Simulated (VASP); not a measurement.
# HfN (P6_3/mmc) in VASP: a series of runs, part 2 of 3

VASP 6.6.1. Earlier steps stand in the parts before.

## (3) Single point, PBEsol (biaxial strain in the a-b plane: +2.0 %)

File INCAR:

```
SYSTEM = HfN
PREC = Accurate ; ENCUT = 520
EDIFF = 1E-6 ; ISMEAR = 0
SIGMA = 0.1 ; LREAL = .FALSE.
LASPH = .TRUE. ; NELM = 100
ALGO = Normal ; ISIF = 2
LWAVE = .FALSE. ; LCHARG = .FALSE.
GGA = PS ; NBANDS = 23
```

File KPOINTS:

```
regular mesh
0
G
  18 18 10
  0 0 0
```

File POSCAR:

```
HfN
1.0
    3.1902614504      0.0000000000      0.0000000000
   -1.5951307252      2.7628474608      0.0000000000
    0.0000000000      0.0000000000      5.3262446978
Hf N
2 2
Direct
    0.6666666667      0.3333333333      0.7500000000
    0.3333333333      0.6666666667      0.2500000000
    0.0000000000      0.0000000000      0.0000000000
    0.0000000000      0.0000000000      0.5000000000
```

Potentials or basis: VASP PAW PBE potentials, release 64 (Hf_pv, N).

Started as:

```console
cat potpaw_PBE.64/Hf_pv/POTCAR potpaw_PBE.64/N/POTCAR > POTCAR
mpirun -np 1 vasp_std > vasp.out
```

OUTCAR:

```text
SYSTEM = HfN
   PREC = Accurate
   ENCUT = 520
   EDIFF = 1E-6
   ISMEAR = 0
   LREAL = .FALSE.
   LASPH = .TRUE.
   NELM = 100
   ISIF = 2
   GGA = PS

 ion  position               nearest neighbor table
   1  0.667  0.333  0.750-   3 2.27   4 2.27   3 2.27   4 2.27   3 2.27   4 2.27   2 3.24   2 3.24
                             2 3.24   2 3.24   2 3.24   2 3.24
   2  0.333  0.667  0.250-   3 2.27   4 2.27   3 2.27   4 2.27   3 2.27   4 2.27   1 3.24   1 3.24
                             1 3.24   1 3.24   1 3.24   1 3.24
   3  0.000  0.000  0.000-   1 2.27   2 2.27   1 2.27   2 2.27   1 2.27   2 2.27
   4  0.000  0.000  0.500-   1 2.27   2 2.27   1 2.27   2 2.27   1 2.27   2 2.27

  LATTYP: Found a hexagonal cell.
 ALAT       =     3.1902614504
 C/A-ratio  =     1.6695323504

  Lattice vectors:

 A1 = (   3.1902614504,   0.0000000000,   0.0000000000)
 A2 = (  -1.5951307252,   2.7628474608,   0.0000000000)
 A3 = (   0.0000000000,   0.0000000000,   5.3262446978)

Analysis of symmetry for initial positions (statically):
=====================================================================
 Subroutine PRICEL returns:
 Original cell was already a primitive cell.

 Routine SETGRP: Setting up the symmetry group for a
 hexagonal supercell.

 Subroutine GETGRP returns: Found 24 space group operations
 (whereof 12 operations were pure point group operations)
 out of a pool of 24 trial point group operations.

The static configuration has the point symmetry D_3d.
 The point group associated with its full space group is D_6h.

Analysis of symmetry for dynamics (positions and initial velocities):
=====================================================================
 Subroutine PRICEL returns:
 Original cell was already a primitive cell.

 Routine SETGRP: Setting up the symmetry group for a
 hexagonal supercell.

 Subroutine GETGRP returns: Found 24 space group operations
 (whereof 12 operations were pure point group operations)
 out of a pool of 24 trial point group operations.

The dynamic configuration has the point symmetry D_3d.
 The point group associated with its full space group is D_6h.

 Subroutine INISYM returns: Found 24 space group operations
 (whereof 12 operations are pure point group operations),
 and found     1 'primitive' translations

----------------------------------------------------------------------------------------

                                     Primitive cell

  volume of cell :      46.9466

  direct lattice vectors                    reciprocal lattice vectors
     3.190261450  0.000000000  0.000000000     0.313453933  0.180972713  0.000000000
    -1.595130725  2.762847461  0.000000000     0.000000000  0.361945426  0.000000000
     0.000000000  0.000000000  5.326244698     0.000000000  0.000000000  0.187749542

  length of vectors
     3.190261450  3.190261450  5.326244698     0.361945426  0.361945426  0.187749542

  position of ions in fractional coordinates (direct lattice)
     0.666666667  0.333333333  0.750000000
     0.333333333  0.666666667  0.250000000
     0.000000000  0.000000000  0.000000000
     0.000000000  0.000000000  0.500000000

[... 29 lines left out ...]
 ===========================================

 Found    222 irreducible k-points:

 Following reciprocal coordinates:
            Coordinates               Weight
  0.000000  0.000000  0.000000      1.000000
  0.055556  0.000000  0.000000      6.000000
  0.111111  0.000000  0.000000      6.000000
  0.166667 -0.000000  0.000000      6.000000
  0.222222  0.000000  0.000000      6.000000
  0.277778 -0.000000  0.000000      6.000000
[... 16 lines left out ...]
  0.333333  0.111111  0.000000     12.000000
  0.388889  0.111111  0.000000     12.000000
 [... further k-points ...]
   k-points           NKPTS =    222   k-points in BZ     NKDIM =    222   number of bands    NBANDS=     23
   number of dos      NEDOS =    301   number of ions     NIONS =      4
   total plane-waves  NPLWV =  23040
   dimension x,y,z NGX =    24 NGY =   24 NGZ =   40
   dimension x,y,z NGXF=    48 NGYF=   48 NGZF=   80
   ions per type =               2   2
   NGX,Y,Z   is equivalent  to a cutoff of  12.51, 12.51, 12.49 a.u.
   NGXF,Y,Z  is equivalent  to a cutoff of  25.01, 25.01, 24.97 a.u.
 SYSTEM =  HfN
   PREC   = accura    normal or accurate (medium, high low for compatibility)
   ISTART =      0    job   : 0-new  1-cont  2-samecut
   ICHARG =      2    charge: 1-file 2-atom 10-const
   ISPIN  =      1    spin polarized calculation?
   LNONCOLLINEAR =      F non collinear calculations
   LSORBIT =      F    spin-orbit coupling
   LASPH  =      T    aspherical Exc in radial PAW
   ENCUT  =  520.0 eV  38.22 Ry    6.18 a.u.   5.93  5.93  9.90*2*pi/ulx,y,z
   NELM   =    100;   NELMIN=  2; NELMDL= -5     # of ELM steps
   EDIFF  = 0.1E-05   stopping-criterion for ELM
   LREAL  =      F    real-space projection
   EDIFFG = 0.1E-04   stopping-criterion for IOM
   NSW    =      0    number of steps for IOM
   IBRION =     -1    ionic relax: 0-MD 1-quasi-New 2-CG
   NFREE  =      0    steps in history (QN), initial steepest desc. (CG)
   ISIF   =      2    stress and relaxation
   ISYM   =      2    0-nonsym 1-usesym 2-fastsym
   POTIM  = 0.5000    time-step for ionic-motion
   TEBEG  =    0.0;   TEEND  =   0.0 temperature during run
   PSTRESS=    0.0 pullay stress
   NELECT =      30.0000    total number of electrons
   NUPDOWN=      -1.0000    fix difference up-down
   EMIN   =  10.00;   EMAX   =-10.00  energy-range for DOS
   EFERMI =   0.00;   METHOD = LEGACY
   ISMEAR =     0;   SIGMA  =   0.10  broadening in eV -4-tet -1-fermi 0-gaus
   EFERMI_NEDOS =   21; number of points for ismear=-14 and -15
   IALGO  =     38    algorithm
   IMIX   =      4    mixing-type and parameters
     AMIX     =   0.40;   BMIX     =  1.00
     AMIX_MAG =   1.60;   BMIX_MAG =  1.00
  volume/ion in A,a.u.               =      11.74        79.20
  Fermi-wavevector in a.u.,A,eV,Ry     =   1.410091  2.664686 27.053235  1.988357
  Thomas-Fermi vector in A             =   2.532080
   LORBIT       =      0    0 simple, 1 ext, 2 COOP (PROOUT), +10 PAW based schemes
   GGA     = PS    functional components
   LHFCALC =     F    Hartree Fock is set to
   AEXX    =    0.0000 exact exchange contribution
   IVDW    =     0    specifies the selected vdW correction
   LEPSILON=     F    determine dielectric tensor
   LRPA    =     F    only Hartree local field effects (RPA)
 non-spin polarized calculation
 Gauss-broadening in eV      SIGMA  =   0.10
  energy-cutoff  :      520.00
  volume of cell :       46.95
 maximum number of plane-waves:      1290
 NGX is ok and might be reduce to    24
   NGX = 11   NGY = 11   NGZ = 19

 number of electron      30.0000003 magnetization

 Free energy of the ion-electron system (eV)
  ---------------------------------------------------
  ext. energy  EPLUGINS =         0.00000000
  ---------------------------------------------------
  free energy    TOTEN  =       -45.78184299 eV

  energy without entropy =      -45.77834202  energy(sigma->0) =      -45.78009250

 E-fermi :   7.6401     XC(G=0): -12.8052

 val. band max:        7.6268306192   @ k =   0.3333   0.2778   0.4000
 cond. band min:       7.6475879817   @ k =   0.2222   0.0000   0.5000
 fundamental gap:      0.0207573625
 Fermi energy:         7.6401021251

 k-point     1 :       0.0000    0.0000    0.0000
  band No.  band energies     occupation
      1     -24.0913      2.00000
      2     -23.2260      2.00000
      3     -23.1823      2.00000
      4     -23.1823      2.00000
      5     -23.1097      2.00000
      6     -23.1097      2.00000
[... 613 lines left out ...]
     22      13.6060      0.00000
     23      14.5543      0.00000

 [... further k-points ...]

------------------------ aborting loop because EDIFF is reached ----------------------------------------

  FORCE on cell =-STRESS in cart. coord.  units (eV):
  Direction    XX          YY          ZZ          XY          YZ          ZX
  --------------------------------------------------------------------------------------
  -------------------------------------------------------------------------------------
  Total       -4.0619126     -4.0619126      0.0246503      0.0000000      0.0000000      0.0000000
  in kB     -138.6235008   -138.6235008      0.8412571      0.0000000      0.0000000      0.0000000
  external PRESSURE =     -92.1352482 kB  Pullay stress =       0.0000000 kB

 VOLUME and BASIS-vectors are now :
 -----------------------------------------------------------------------------
  energy-cutoff  :      520.00
  volume of cell :       46.95
      direct lattice vectors                 reciprocal lattice vectors
     3.190261450  0.000000000  0.000000000     0.313453933  0.180972713  0.000000000
    -1.595130725  2.762847461  0.000000000     0.000000000  0.361945426  0.000000000
     0.000000000  0.000000000  5.326244698     0.000000000  0.000000000  0.187749542

 POSITION                                       TOTAL-FORCE (eV/Angst)
 -----------------------------------------------------------------------------------
      1.59513      0.92095      3.99468        -0.000000      0.000000      0.000000
     -0.00000      1.84190      1.33156         0.000000     -0.000000      0.000000
      0.00000      0.00000      0.00000         0.000000     -0.000000      0.000000
      0.00000      0.00000      2.66312         0.000000     -0.000000      0.000000
 -----------------------------------------------------------------------------------
    total drift:                               -0.000000      0.000000     -0.000000

  FREE ENERGIE OF THE ION-ELECTRON SYSTEM (eV)
  ---------------------------------------------------
  free  energy   TOTEN  =       -45.7818429865 eV

  energy  without entropy=      -45.7783420235  energy(sigma->0) =      -45.78009250
```

Run time: 74 s. Hardware: 1 thread of Intel Xeon 6975P-C (Granite Rapids), shared host; peak memory 0.32 GiB.

What came out:

```
Free energy            : -45.7818 eV
Pressure               : -9.2 GPa
Band gap on the k mesh : zero (bands 15 and 16 overlap by 2.36 eV)
```

Stress tensor (GPa, compression positive):
```
-13.86   0.00   0.00
  0.00 -13.86   0.00
  0.00   0.00   0.08
```

Caveat: the cell differs from its parent crystal (biaxial strain in the a-b plane: +2.0 %); the stress differs along the axes, from -14 to 0 GPa; the PAW data sets were made with another functional, which shifts forces and pressure a little; spin-orbit coupling is left out, which moves the levels of the heavy elements.

## (4) Relaxation of cell and atoms, PBEsol, target pressure 5 GPa, at which the enthalpy is minimised

This run uses another cell than the first one, of 11.22 Å³/atom.

File INCAR:

```
SYSTEM = HfN
PREC = Accurate ; ENCUT = 600
EDIFF = 1E-7 ; ISMEAR = 0
SIGMA = 0.1 ; LREAL = .False.
LASPH = .True. ; NELM = 80
ALGO = Fast ; ISIF = 3
LWAVE = .False. ; LCHARG = .False.
GGA = PS ; IBRION = 2
NSW = 70 ; EDIFFG = -0.008
PSTRESS = 50.0
```

File KPOINTS:

```
regular mesh
0
Gamma
  18 18 8
  0 0 0
```

File POSCAR:

```
HfN
1.0
    3.1094398839      0.0000000000      0.0000000000
   -1.5547199420      2.6928539310      0.0000000000
    0.0000000000      0.0000000000      5.3596878004
Hf N
2 2
Direct
    0.6666666667      0.3333333333      0.7500000000
    0.3333333333      0.6666666667      0.2500000000
    0.0000000000      0.0000000000      0.0000000000
    0.0000000000      0.0000000000      0.5000000000
```

Started as:

```console
cat potpaw_PBE.64/Hf_pv/POTCAR potpaw_PBE.64/N/POTCAR > POTCAR
mpirun -np 1 vasp_std > vasp.out
```

It took 10 min on 1 thread of Oxide Virtual Turin-like, shared host; peak memory 0.3 GiB.

It converged, with:

```yaml
Free_energy: -45.8675 eV
Relaxed_volume: 11.14 Å³/atom
Relaxed_cell: a = 3.102 Å, b = 3.102 Å, c = 5.348 Å, α = 90.00°, β = 90.00°, γ = 120.00°
Space_group_after_relaxing_to_0.1_Å: P6_3/mmc (No. 194)
Energy_change_on_relaxing_the_run_minimises_the_enthalpy: +1.9 meV/atom
Ionic_steps: 3
Pressure_after_relaxing: 5.0 GPa
Band_gap_on_the_k_mesh: zero (bands 15 and 16 overlap by 2.43 eV)
```

Stress tensor (GPa, compression positive):
```
4.96 0.00 0.00
0.00 4.96 0.00
0.00 0.00 5.07
```

Step by step:
| step | energy change (eV) | largest force (eV/Å) | pressure (GPa) | volume (Å³) |
| --- | --- | --- | --- | --- |
| 1 | 0.0000 | 0.0000 | 2.85 | 44.88 |
| 2 | 0.0375 | 0.0000 | 9.69 | 43.91 |
| 3 | 0.0077 | 0.0000 | 5.00 | 44.56 |

Final structure:
```cif
data_structure
_symmetry_space_group_name_H-M 'P 1'
_symmetry_Int_Tables_number 1
_cell_length_a 3.1019
_cell_length_b 3.1019
_cell_length_c 5.3477
_cell_angle_alpha 90.000
_cell_angle_beta 90.000
_cell_angle_gamma 120.000
_cell_volume 44.56
loop_
_atom_site_label
_atom_site_type_symbol
_atom_site_fract_x
_atom_site_fract_y
_atom_site_fract_z
_atom_site_occupancy
Hf1 Hf 0.66667 0.33333 0.75000 1
Hf2 Hf 0.33333 0.66667 0.25000 1
N1 N 0.00000 0.00000 0.00000 1
N2 N 0.00000 0.00000 0.50000 1
```

Levels at points of the mesh, in eV from the Fermi level:
```csv
k point,band 13,band 14,band 15,band 16,band 17,band 18
"(0.00, 0.00, 0.00)",-3.66,-1.67,-0.63,0.73,0.73,1.27
"(0.50, 0.00, 0.00)",-3.26,-2.89,-2.39,2.61,2.89,4.63
"(0.00, 0.00, 0.50)",-4.50,-4.50,1.98,1.98,3.04,3.19
"(0.50, 0.00, 0.50)",-4.56,-4.56,-0.23,-0.23,4.95,4.95
```

Caveat: the cell is relaxed towards a set pressure, so the run minimises the enthalpy, not the energy; the PAW data sets were made with another functional, which shifts forces and pressure a little; spin-orbit coupling is left out, which moves the levels of the heavy elements.

(Part 2 of 3 ends here.)

The gap in the log of VASP goes by the Fermi energy; the results here count the filled bands.